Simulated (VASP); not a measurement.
Here is a VASP 6.6.1 calculation.

The input INCAR:

```
  PREC = Accurate
  ENCUT = 520
  EDIFF = 1E-7
  ISMEAR = -1
  SIGMA = 0.1
  LREAL = False
  LASPH = True
  NELM = 100
  ALGO = Normal
  ISIF = 2
  LWAVE = False
  LCHARG = True
  GGA = PS
  LELF = True
  LVHAR = True
  NBANDS = 9
```

Contents of KPOINTS:

```
regular mesh
0
Gamma
  14 14 14
```

Contents of POSCAR:

```
Se
1.0
    0.0000000000      2.1292752455      2.1292752455
    2.1292752455      0.0000000000      2.1292752455
    2.1292752455      2.1292752455      0.0000000000
Se
1
Direct
    0.0000000000      0.0000000000      0.0000000000
```

Potentials or basis: VASP PAW PBE potentials, release 64 (Se).

The run is started by

```bash
$ cat potpaw_PBE.64/Se/POTCAR > POTCAR
$ mpirun -np 1 vasp_std > vasp.out
```

(1) What does it give for the pressure?

(2) Estimate the band gap on the k mesh.

Results:

(1) -0.1 GPa.

(2) zero (band 3 reaches 9.26 eV, above the bottom of band 4 at 3.53 eV).

Caveat: the PAW data sets were made with another functional, which shifts forces and pressure a little.
